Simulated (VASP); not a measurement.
Wanted: the native input for a VASP 6.6.1 run.

```
Task                               : single point
Functional                         : B3LYP
Potentials or basis                : VASP PAW PBE potentials, release 64 (As, B)
Cutoff                             : 520 eV
k mesh                             : 5 × 5 × 5
Occupations                        : fermi-dirac, width 0.05 eV
Spin                               : no spin polarisation
Dipole correction                  : no
Grid for exact exchange (PRECFOCK) : Normal
Further INCAR settings             : ALGO = Normal; EDIFF = 1e-06; NBANDS = 11
Share of exact exchange            : 0.2
```

BAs:

```
As B
1.0
     0.00000    2.41993    2.41993
     2.41993    0.00000    2.41993
     2.41993    2.41993    0.00000
As B
1 1
Direct
  0.75000 0.75000 0.75000
  0.00000 0.00000 0.00000
```

The input as run:

POSCAR

```
BAs
1.0
    0.0000000000      2.4199312360      2.4199312360
    2.4199312360      0.0000000000      2.4199312360
    2.4199312360      2.4199312360      0.0000000000
As B
1 1
Direct
    0.7500000000      0.7500000000      0.7500000000
    0.0000000000      0.0000000000      0.0000000000
```

INCAR.step1

```
SYSTEM = BAs
ALGO     = Normal         ! electronic algorithm
EDIFF    = 1E-5           ! SCF threshold, eV
ENCUT    = 520            ! plane-wave cutoff, eV
GGA      = PE             ! functional
ISIF     = 2              ! what is computed and relaxed
ISMEAR   = -1             ! smearing method
LASPH    = .TRUE.         ! aspherical terms in the spheres
LCHARG   = .FALSE.        ! write CHGCAR
LREAL    = .FALSE.        ! projectors in reciprocal space
LWAVE    = .TRUE.         ! write WAVECAR
NBANDS   = 11             ! bands
NELM     = 60             ! most SCF steps
PREC     = Accurate       ! precision mode
SIGMA    = 0.05           ! smearing width, eV
```

INCAR.step2

```
SYSTEM = BAs
AEXX     = 0.2            ! exact-exchange fraction
AGGAC    = 0.81         
AGGAX    = 0.72         
ALDAC    = 0.19         
ALGO     = Normal         ! electronic algorithm
EDIFF    = 1E-6           ! SCF threshold, eV
ENCUT    = 520            ! plane-wave cutoff, eV
GGA      = B3             ! functional
ISIF     = 2              ! what is computed and relaxed
ISMEAR   = -1             ! smearing method
ISTART   = 1            
LASPH    = .TRUE.         ! aspherical terms in the spheres
LCHARG   = .FALSE.        ! write CHGCAR
LHFCALC  = .TRUE.         ! exact exchange
LREAL    = .FALSE.        ! projectors in reciprocal space
LWAVE    = .FALSE.        ! write WAVECAR
NBANDS   = 11             ! bands
NELM     = 60             ! most SCF steps
PREC     = Accurate       ! precision mode
PRECFOCK = Normal       
SIGMA    = 0.05           ! smearing width, eV
```

KPOINTS

```
k-points
0
G
  5 5 5
  0 0 0
```

Potentials or basis: VASP PAW PBE potentials, release 64 (As, B).

Launch:

```bash
$ cat potpaw_PBE.64/As/POTCAR potpaw_PBE.64/B/POTCAR > POTCAR
$ cp INCAR.step1 INCAR
$ mpirun -np 1 vasp_std > vasp.out
$ cp INCAR.step2 INCAR
$ mpirun -np 1 vasp_std > vasp.out
```

Results of the run:

```
Pressure               : -1.1 GPa
Band gap on the k mesh : 2.56 eV (least direct gap 4.59 eV)
```

Caveat: the k points lie up to 0.45 Å⁻¹ apart; the PAW data sets were made with another functional, which shifts forces and pressure a little; an odd mesh through Γ misses points on the zone boundary, where band edges can lie.

It took 3.9 min on 1 thread of AMD EPYC 7R43 64-Core Processor (Zen 3), on a shared host, peak memory 0.13 GiB.
